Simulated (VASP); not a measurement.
A run of VASP 6.6.1:

File INCAR:

```
SYSTEM = Ga2As2C
PREC     = Accurate       ! precision mode
ENCUT    = 520            ! plane-wave cutoff, eV
EDIFF    = 1E-6           ! SCF threshold, eV
ISMEAR   = 0              ! smearing method
SIGMA    = 0.05           ! smearing width, eV
LREAL    = .FALSE.        ! projectors in reciprocal space
LASPH    = .TRUE.         ! aspherical terms in the spheres
NELM     = 150            ! most SCF steps
ALGO     = Normal         ! electronic algorithm
ISIF     = 2              ! what is computed and relaxed
LWAVE    = .FALSE.        ! write WAVECAR
LCHARG   = .FALSE.        ! write CHGCAR
ISPIN    = 2              ! spin polarisation
MAGMOM   = 0 0 0 0 2      ! initial moments
LORBIT   = 11             ! projections on sites
LDIPOL   = .TRUE.       
IDIPOL   = 3            
DIPOL    = 0.5 0.5 0.339
GGA      = PE             ! functional
NBANDS   = 32             ! bands
```

File KPOINTS:

```
regular mesh
0
G
  7 7 1
  0 0 0
```

Contents of POSCAR:

```
Ga2As2C
1.0
    4.0629609260      0.0000000000      0.0000000000
    0.0000000000      4.0629609260      0.0000000000
    0.0000000000      0.0000000000     21.3904986572
As Ga C
2 2 1
Direct
    0.0000000000      0.5000000000      0.1869989131
    0.5000000000      0.0000000000      0.3264810857
    0.5000000000      0.5000000000      0.2541536641
    0.0000000000      0.0000000000      0.3922535324
    0.1666666667      0.0000000000      0.5339052090
```

Potentials or basis: VASP PAW PBE potentials, release 64 (As, Ga_d, C).

Run with:

```bash
$ cat potpaw_PBE.64/As/POTCAR potpaw_PBE.64/Ga_d/POTCAR potpaw_PBE.64/C/POTCAR > POTCAR
$ mpirun -np 1 vasp_std > vasp.out
```

Hardware: 1 thread of Intel(R) Xeon(R) Platinum 8259CL CPU @ 2.50GHz (Skylake/Cascade Lake), with other jobs on the host.

**Question.** How long does it take, and how much memory?

**Answer.** Wall time 13 min on 1 thread of Intel(R) Xeon(R) Platinum 8259CL CPU @ 2.50GHz (Skylake/Cascade Lake), with other jobs on the host, peak memory 0.67 GiB. Counts: scf iterations 33, k points 16.
